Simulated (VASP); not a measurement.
# InW8C8 in VASP: further runs

InW8C8 is run at these levels: PBE; tasks: single point.

Program: VASP 6.6.1. These are calculated values, not measurements. Logs are shortened: lines on timing, memory, paths and dates and some standing lists are left out, and cuts for length are marked.

### 1 The cell of the first run

The cell holds a slab with vacuum, 17 atoms: a = 5.801 Å, b = 5.801 Å, c = 15.247 Å, α = 90.00°, β = 90.00°, γ = 120.00°.

### 2 Single point, PBE

Input file INCAR:

```
SYSTEM = InW8C8
  PREC = Accurate
  ENCUT = 1000
  EDIFF = 1E-6
  ISMEAR = 0
  SIGMA = 0.05
  LREAL = Auto
  LASPH = .True.
  NELM = 120
  ALGO = Normal
  ISIF = 2
  LWAVE = .False.
  LCHARG = .False.
  GGA = PE
  NBANDS = 92
  GGA_COMPAT = .False.
  NELMDL = -8
```

Input file KPOINTS:

```
Automatic mesh
0
Gamma
  3 3 1
  0 0 0
```

Input file POSCAR:

```
InW8C8
1.0
    5.8006000000      0.0000000000      0.0000000000
   -2.9003000000      5.0234670000      0.0000000000
    0.0000000000      0.0000000000     15.2466500000
W C In
8 8 1
Direct
    0.0000000000      0.0000000000      0.0655881784
   -0.0029402748     -0.0041276274      0.2512974326
    0.0000000498      0.5000000995      0.0655881784
   -0.0011010212      0.4970845832      0.2543480043
    0.5000000000      0.0000000000      0.0655881784
    0.4985573303     -0.0009338172      0.2543283279
    0.5000000498      0.5000000995      0.0655881784
    0.4964683286      0.4972641405      0.2544214631
    0.3340772321      0.1673841990      0.1520696022
    0.3240226524      0.1532885555      0.3307105495
    0.3330591113      0.6661116715      0.1522480020
    0.3294975894      0.6634043779      0.3285452870
    0.8330549621      0.1673435896      0.1520074246
    0.8257791319      0.1532618807      0.3306992684
    0.8330515599      0.6662575866      0.1519909619
    0.8289096171      0.6613002534      0.3269230946
    1.0739426536      1.1555634784      0.4518639176
```

Potentials or basis: VASP PAW PBE potentials, release 64 (W_sv, C_h, In_d).

The run is started by

```console
$ cat potpaw_PBE.64/W_sv/POTCAR potpaw_PBE.64/C_h/POTCAR potpaw_PBE.64/In_d/POTCAR > POTCAR
$ mpirun -np 1 vasp_std > vasp.out
```

OUTCAR:

```text
SYSTEM = InW8C8
   PREC = Accurate
   ENCUT = 1000
   EDIFF = 1E-6
   ISMEAR = 0
   LREAL = Auto
   LASPH = .True.
   NELM = 120
   ISIF = 2
   GGA = PE
   NELMDL = -8

 ion  position               nearest neighbor table
   1  0.000  0.000  0.066-  15 2.13   9 2.13  13 2.13   2 2.83   7 2.90   3 2.90   5 2.90   5 2.90
                             3 2.90   7 2.90
   2  0.997  0.996  0.251-  16 2.04  10 2.04  14 2.05  15 2.24  13 2.27   9 2.27   1 2.83   8 2.90
                             4 2.90   6 2.90   6 2.90   4 2.90   8 2.90  17 3.16
   3  0.000  0.500  0.066-  13 2.13  15 2.13  11 2.13   4 2.88   5 2.90   1 2.90   7 2.90   7 2.90
                             1 2.90   5 2.90
   4  0.999  0.497  0.254-  12 2.01  16 2.01  14 2.08  13 2.28  11 2.29  15 2.30   3 2.88   8 2.89
                             6 2.90   2 2.90   2 2.90   6 2.91   8 2.91  17 3.75
   5  0.500  0.000  0.066-  13 2.13   9 2.13  11 2.14   6 2.88   3 2.90   7 2.90   1 2.90   1 2.90
                             7 2.90   3 2.90
   6  0.499  0.999  0.254-  14 2.02  10 2.02  12 2.03  11 2.28   9 2.29  13 2.29   5 2.88   4 2.90
                             8 2.90   2 2.90   2 2.90   8 2.90   4 2.91
   7  0.500  0.500  0.066-   9 2.13  15 2.13  11 2.13   8 2.88   1 2.90   5 2.90   3 2.90   3 2.90
                             5 2.90   1 2.90
   8  0.496  0.497  0.254-  16 2.00  12 2.02  10 2.08   9 2.28  11 2.28  15 2.30   7 2.88   4 2.89
                             6 2.90   2 2.90   2 2.90   6 2.90   4 2.91
   9  0.334  0.167  0.152-   7 2.13   5 2.13   1 2.13   2 2.27   8 2.28   6 2.29
  10  0.324  0.153  0.331-   6 2.02   2 2.04   8 2.08  17 2.35
  11  0.333  0.666  0.152-   7 2.13   3 2.13   5 2.14   8 2.28   6 2.28   4 2.29
  12  0.329  0.663  0.329-   4 2.01   8 2.02   6 2.03
  13  0.833  0.167  0.152-   3 2.13   5 2.13   1 2.13   2 2.27   4 2.28   6 2.29
  14  0.826  0.153  0.331-   6 2.02   2 2.05   4 2.08  17 2.34
  15  0.833  0.666  0.152-   7 2.13   3 2.13   1 2.13   2 2.24   4 2.30   8 2.30
  16  0.829  0.661  0.327-   8 2.00   4 2.01   2 2.04
  17  0.074  0.156  0.452-  14 2.34  10 2.35   2 3.16   4 3.75

  LATTYP: Found a hexagonal cell.
 ALAT       =     5.8006000000
 C/A-ratio  =     2.6284608489

  Lattice vectors:

 A1 = (   5.8006000000,   0.0000000000,   0.0000000000)
 A2 = (  -2.9003000000,   5.0234670000,   0.0000000000)
 A3 = (   0.0000000000,   0.0000000000,  15.2466500000)

Analysis of symmetry for initial positions (statically):
=====================================================================
 Subroutine PRICEL returns:
 Original cell was already a primitive cell.

 Routine SETGRP: Setting up the symmetry group for a
 hexagonal supercell.

 Subroutine GETGRP returns: Found  1 space group operations
 (whereof  1 operations were pure point group operations)
 out of a pool of 24 trial point group operations.

The static configuration has the point symmetry C_1 .

Analysis of symmetry for dynamics (positions and initial velocities):
=====================================================================
 Subroutine PRICEL returns:
 Original cell was already a primitive cell.

 Routine SETGRP: Setting up the symmetry group for a
 hexagonal supercell.

 Subroutine GETGRP returns: Found  1 space group operations
 (whereof  1 operations were pure point group operations)
 out of a pool of 24 trial point group operations.

The dynamic configuration has the point symmetry C_1 .

 Subroutine INISYM returns: Found  1 space group operations
 (whereof  1 operations are pure point group operations),
 and found     1 'primitive' translations

----------------------------------------------------------------------------------------

                                     Primitive cell

  volume of cell :     444.2740

  direct lattice vectors                    reciprocal lattice vectors
     5.800600000  0.000000000  0.000000000     0.172395959  0.099532853  0.000000000
    -2.900300000  5.023467000  0.000000000     0.000000000  0.199065705  0.000000000
     0.000000000  0.000000000 15.246650000     0.000000000  0.000000000  0.065588178

  length of vectors
     5.800600000  5.800600037 15.246650000     0.199065706  0.199065705  0.065588178

  position of ions in fractional coordinates (direct lattice)
     0.000000000  0.000000000  0.065588178
     0.997059725  0.995872373  0.251297433
     0.000000050  0.500000099  0.065588178
     0.998898979  0.497084583  0.254348004
     0.500000000  0.000000000  0.065588178
     0.498557330  0.999066183  0.254328328
[... 9 lines left out ...]
     0.828909617  0.661300253  0.326923095
     0.073942654  0.155563478  0.451863918

  ion indices of the primitive-cell ions
   primitive index   ion index
                 1           1
                 2           2
                 3           3
                 4           4
                 5           5
                 6           6
[... 9 lines left out ...]
                16          16
                17          17

----------------------------------------------------------------------------------------

 KPOINTS: Automatic mesh

Automatic generation of k-mesh.
 Grid dimensions read from file:
 generate k-points for:    3    3    1

 Generating k-lattice:

  Cartesian coordinates                     Fractional coordinates (reciprocal lattice)
     0.057465320  0.033177618  0.000000000     0.333333333 -0.000000000  0.000000000
     0.000000000  0.066355235  0.000000000     0.000000000  0.333333333  0.000000000
     0.000000000  0.000000000  0.065588178     0.000000000  0.000000000  1.000000000

  Length of vectors
     0.066355235  0.066355235  0.065588178

  Shift w.r.t. Gamma in fractional coordinates (k-lattice)
     0.000000000  0.000000000  0.000000000

 Subroutine IBZKPT returns following result:
 ===========================================

 Found      5 irreducible k-points:

 Following reciprocal coordinates:
            Coordinates               Weight
  0.000000  0.000000  0.000000      1.000000
  0.333333 -0.000000  0.000000      2.000000
  0.000000  0.333333  0.000000      2.000000
 -0.333333  0.333333  0.000000      2.000000
  0.333333  0.333333  0.000000      2.000000
   k-points           NKPTS =      5   k-points in BZ     NKDIM =      5   number of bands    NBANDS=     92
   number of dos      NEDOS =    301   number of ions     NIONS =     17
   total plane-waves  NPLWV = 576000
   dimension x,y,z NGX =    60 NGY =   60 NGZ =  160
   dimension x,y,z NGXF=   120 NGYF=  120 NGZF=  320
   ions per type =               8   8   1
   NGX,Y,Z   is equivalent  to a cutoff of  17.20, 17.20, 17.45 a.u.
   NGXF,Y,Z  is equivalent  to a cutoff of  34.39, 34.39, 34.89 a.u.
 SYSTEM =  InW8C8
   PREC   = accura    normal or accurate (medium, high low for compatibility)
   ISTART =      0    job   : 0-new  1-cont  2-samecut
   ICHARG =      2    charge: 1-file 2-atom 10-const
   ISPIN  =      1    spin polarized calculation?
   LNONCOLLINEAR =      F non collinear calculations
   LSORBIT =      F    spin-orbit coupling
   LASPH  =      T    aspherical Exc in radial PAW
   ENCUT  = 1000.0 eV  73.50 Ry    8.57 a.u.  14.96 14.96 39.31*2*pi/ulx,y,z
   NELM   =    120;   NELMIN=  2; NELMDL= -8     # of ELM steps
   EDIFF  = 0.1E-05   stopping-criterion for ELM
   LREAL  =      T    real-space projection
   EDIFFG = 0.1E-04   stopping-criterion for IOM
   NSW    =      0    number of steps for IOM
   IBRION =     -1    ionic relax: 0-MD 1-quasi-New 2-CG
   NFREE  =      0    steps in history (QN), initial steepest desc. (CG)
   ISIF   =      2    stress and relaxation
   ISYM   =      2    0-nonsym 1-usesym 2-fastsym
   POTIM  = 0.5000    time-step for ionic-motion
   TEBEG  =    0.0;   TEEND  =   0.0 temperature during run
   PSTRESS=    0.0 pullay stress
   NELECT =     157.0000    total number of electrons
   NUPDOWN=      -1.0000    fix difference up-down
   EMIN   =  10.00;   EMAX   =-10.00  energy-range for DOS
   EFERMI =   0.00;   METHOD = LEGACY
   ISMEAR =     0;   SIGMA  =   0.05  broadening in eV -4-tet -1-fermi 0-gaus
   EFERMI_NEDOS =   21; number of points for ismear=-14 and -15
   IALGO  =     38    algorithm
   IMIX   =      4    mixing-type and parameters
     AMIX     =   0.40;   BMIX     =  1.00
     AMIX_MAG =   1.60;   BMIX_MAG =  1.00
  volume/ion in A,a.u.               =      26.13       176.36
  Fermi-wavevector in a.u.,A,eV,Ry     =   1.157420  2.187207 18.226659  1.339622
  Thomas-Fermi vector in A             =   2.294032
   LORBIT       =      0    0 simple, 1 ext, 2 COOP (PROOUT), +10 PAW based schemes
   GGA     = PE    functional components
   LHFCALC =     F    Hartree Fock is set to
   AEXX    =    0.0000 exact exchange contribution
   IVDW    =     0    specifies the selected vdW correction
   LEPSILON=     F    determine dielectric tensor
   LRPA    =     F    only Hartree local field effects (RPA)
 non-spin polarized calculation
 Gauss-broadening in eV      SIGMA  =   0.05
  energy-cutoff  :     1000.00
  volume of cell :      444.27
 maximum number of plane-waves:     31965
   NGX = 29   NGY = 29   NGZ = 79

 number of electron     157.0000003 magnetization

 Free energy of the ion-electron system (eV)
  ---------------------------------------------------
  ext. energy  EPLUGINS =         0.00000000
  ---------------------------------------------------
  free energy    TOTEN  =      -166.07826285 eV

  energy without entropy =     -166.07324868  energy(sigma->0) =     -166.07575577

 E-fermi :   2.1119     XC(G=0):  -7.1835

 val. band max:        1.9402741178   @ k =   0.3333  -0.0000   0.0000
 cond. band min:       2.1358432342   @ k =   0.0000   0.3333   0.0000
 fundamental gap:      0.1955691164
 Fermi energy:         2.1119498679

 k-point     1 :       0.0000    0.0000    0.0000
  band No.  band energies     occupation
      1     -71.9687      2.00000
      2     -71.9342      2.00000
      3     -71.9215      2.00000
      4     -71.9057      2.00000
      5     -71.8821      2.00000
      6     -71.8743      2.00000
[... 82 lines left out ...]
     89       4.7972      0.00000
     90       5.3344      0.00000

 k-point     2 :       0.3333   -0.0000    0.0000
  band No.  band energies     occupation
      1     -71.9555      2.00000
      2     -71.9307      2.00000
      3     -71.9212      2.00000
      4     -71.9066      2.00000
      5     -71.8911      2.00000
      6     -71.8780      2.00000
[... 82 lines left out ...]
     89       4.1947      0.00000
     90       4.7561      0.00000

 k-point     3 :       0.0000    0.3333    0.0000
  band No.  band energies     occupation
      1     -71.9577      2.00000
      2     -71.9229      2.00000
      3     -71.9215      2.00000
      4     -71.9121      2.00000
      5     -71.8915      2.00000
      6     -71.8783      2.00000
[... 82 lines left out ...]
     89       4.2069      0.00000
     90       4.8610      0.00000

 k-point     4 :      -0.3333    0.3333    0.0000
  band No.  band energies     occupation
      1     -71.9555      2.00000
      2     -71.9308      2.00000
      3     -71.9212      2.00000
      4     -71.9066      2.00000
      5     -71.8910      2.00000
      6     -71.8785      2.00000
[... 82 lines left out ...]
     89       4.1984      0.00000
     90       4.7548      0.00000

 k-point     5 :       0.3333    0.3333    0.0000
  band No.  band energies     occupation
      1     -71.9449      2.00000
      2     -71.9358      2.00000
      3     -71.9150      2.00000
      4     -71.9023      2.00000
      5     -71.8958      2.00000
      6     -71.8930      2.00000
[... 82 lines left out ...]
     89       4.2493      0.00000
     90       4.5334      0.00000
 [bands above 90 left out]

------------------------ aborting loop because EDIFF is reached ----------------------------------------

  FORCE on cell =-STRESS in cart. coord.  units (eV):
  Direction    XX          YY          ZZ          XY          YZ          ZX
  --------------------------------------------------------------------------------------
  -------------------------------------------------------------------------------------
  Total        8.7014410      7.4266037      0.8675366      0.1861520      0.9606462      0.2842051
  in kB       31.3798497     26.7824271      3.1285815      0.6713166      3.4643611      1.0249238
  external PRESSURE =      20.4302861 kB  Pullay stress =       0.0000000 kB

 VOLUME and BASIS-vectors are now :
 -----------------------------------------------------------------------------
  energy-cutoff  :     1000.00
  volume of cell :      444.27
      direct lattice vectors                 reciprocal lattice vectors
     5.800600000  0.000000000  0.000000000     0.172395959  0.099532853  0.000000000
    -2.900300000  5.023467000  0.000000000     0.000000000  0.199065705  0.000000000
     0.000000000  0.000000000 15.246650000     0.000000000  0.000000000  0.065588178

 POSITION                                       TOTAL-FORCE (eV/Angst)
 -----------------------------------------------------------------------------------
      0.00000      0.00000      1.00000        -0.007552      0.005454     -0.300170
      2.89522      5.00273      3.83144        -0.009384     -0.004247     -0.012469
     -1.45015      2.51173      1.00000         0.009446     -0.073021      0.010159
      4.35252      2.49709      3.87795        -0.007510     -0.015647     -0.019661
      2.90030      0.00000      1.00000        -0.011813      0.006561      0.080813
     -0.00566      5.01878      3.87766        -0.000941      0.000956     -0.022044
[... 9 lines left out ...]
      2.89020      3.32202      4.98448         0.016129     -0.012822      0.058347
     -0.02227      0.78147      6.88941         0.016794      0.213488      0.018794
 -----------------------------------------------------------------------------------
    total drift:                               -0.013396      0.004396      0.017000

  FREE ENERGIE OF THE ION-ELECTRON SYSTEM (eV)
  ---------------------------------------------------
  free  energy   TOTEN  =      -166.0782628527 eV

  energy  without entropy=     -166.0732486834  energy(sigma->0) =     -166.07575577
```

Wall time 29 min (1 thread of Intel Xeon Platinum 8488C (Sapphire Rapids), shared host); peak memory 1.3 GiB.

Results:

```
Free energy            : -166.0783 eV
Largest force          : 0.300 eV/Å
Band gap on the k mesh : zero (an odd number of electrons rules out a gap without spin polarisation)
```

Forces in eV/Å, atoms in the order of the input:
```
W   -0.008  0.005 -0.300
W   -0.009 -0.004 -0.012
W    0.009 -0.073  0.010
W   -0.008 -0.016 -0.020
W   -0.012  0.007  0.081
W   -0.001  0.001 -0.022
W   -0.035 -0.070  0.012
W   -0.007 -0.016 -0.022
C   -0.001  0.000 -0.002
C    0.020 -0.015  0.073
C   -0.003  0.000 -0.002
C    0.022 -0.003  0.071
C   -0.002  0.000 -0.004
C    0.002 -0.016  0.063
C   -0.001  0.000 -0.002
C    0.016 -0.013  0.058
In   0.017  0.213  0.019
```

Levels at points of the mesh, in eV from the Fermi level:
```
           k point  band 77  band 78  band 79  band 80  band 81  band 82
(0.00, 0.00, 0.00)     0.20     0.29     0.30     0.46     0.80     0.97
```

Caveat: the k points lie up to 0.42 Å⁻¹ apart, too coarse for converged energies and pressures of a metal; there is no dipole correction, which matters where the two faces differ; spin-orbit coupling is left out, which moves the levels of the heavy elements; an odd number of electrons without spin polarisation forces a metal; a magnetic or distorted state may lie lower.

### 3 Single point, PBE

Input file INCAR:

```
  PREC = Accurate
  ENCUT = 1000
  EDIFF = 1E-6
  ISMEAR = 0
  SIGMA = 0.05
  LREAL = Auto
  LASPH = T
  NELM = 120
  ALGO = Normal
  ISIF = 2
  LWAVE = F
  LCHARG = T
  GGA = PE
  LELF = T
  LVHAR = T
  NBANDS = 92
  GGA_COMPAT = F
  NELMDL = -8
```

Input file KPOINTS:

```
regular mesh
0
Gamma
  3 3 1
```

Input file POSCAR:

```
InW8C8
1.0
    5.8006000000      0.0000000000      0.0000000000
   -2.9003000000      5.0234670000      0.0000000000
    0.0000000000      0.0000000000     15.2466500000
W C In
8 8 1
Direct
    0.0000000000      0.0000000000      0.0655881784
   -0.0004951599     -0.0023270781      0.2531841421
    0.0000000498      0.5000000995      0.0655881784
   -0.0000431961      0.4981513763      0.2550686216
    0.5000000000      0.0000000000      0.0655881784
    0.4997078376     -0.0021803667      0.2531952921
    0.5000000498      0.5000000995      0.0655881784
    0.5001414898      0.4988238203      0.2528556765
    0.3332454337      0.1675066244      0.1518102665
    0.3329558101      0.1593381623      0.3258892281
    0.3333634836      0.6681564744      0.1521227942
    0.3292257514      0.6538440483      0.3307283895
    0.8330971067      0.1673447840      0.1525269485
    0.8340181615      0.1597892452      0.3302244100
    0.8337927296      0.6679412844      0.1518932356
    0.8316494953      0.6544068071      0.3310281275
    0.6618022390      0.8072365161      0.4444650464
```

Potentials or basis: VASP PAW PBE potentials, release 64 (W_sv, C_h, In_d).

The run is started by

```console
$ cat potpaw_PBE.64/W_sv/POTCAR potpaw_PBE.64/C_h/POTCAR potpaw_PBE.64/In_d/POTCAR > POTCAR
$ mpirun -np 1 vasp_std > vasp.out
```

Run time: 22 min. Hardware: 1 thread of Intel Xeon Platinum 8488C (Sapphire Rapids), shared host; peak memory 1.3 GiB.

Results (log left out):

```
Free energy            : -166.2071 eV
Largest force          : 0.190 eV/Å
Band gap on the k mesh : zero (an odd number of electrons rules out a gap without spin polarisation)
```

Forces on the atoms (eV/Å):
```
W   -0.021 -0.021 -0.122
W    0.012 -0.007 -0.032
W   -0.002 -0.016  0.190
W    0.007 -0.004 -0.032
W    0.019 -0.014 -0.116
W    0.012 -0.005 -0.028
W    0.000  0.048 -0.138
W    0.005 -0.007 -0.039
C    0.002 -0.002 -0.003
C   -0.013  0.010  0.069
C   -0.001 -0.002 -0.007
C   -0.011  0.003  0.076
C    0.002  0.001 -0.004
C   -0.012  0.008  0.068
C    0.004 -0.002 -0.002
C   -0.008  0.001  0.072
In   0.004  0.009  0.049
```

Levels at points of the mesh, in eV from the Fermi level:
| k point | band 76 | band 77 | band 78 | band 79 | band 80 | band 81 | band 82 | band 83 |
| --- | --- | --- | --- | --- | --- | --- | --- | --- |
| (0.00, 0.00, 0.00) | 0.24 | 0.27 | 0.30 | 0.34 | 0.59 | 0.76 | 1.04 | 1.20 |

Caveat: the k points lie up to 0.42 Å⁻¹ apart, too coarse for converged energies and pressures of a metal; there is no dipole correction, which matters where the two faces differ; spin-orbit coupling is left out, which moves the levels of the heavy elements; an odd number of electrons without spin polarisation forces a metal; a magnetic or distorted state may lie lower.

The gap in the log of VASP goes by the Fermi energy; the results here count the filled bands.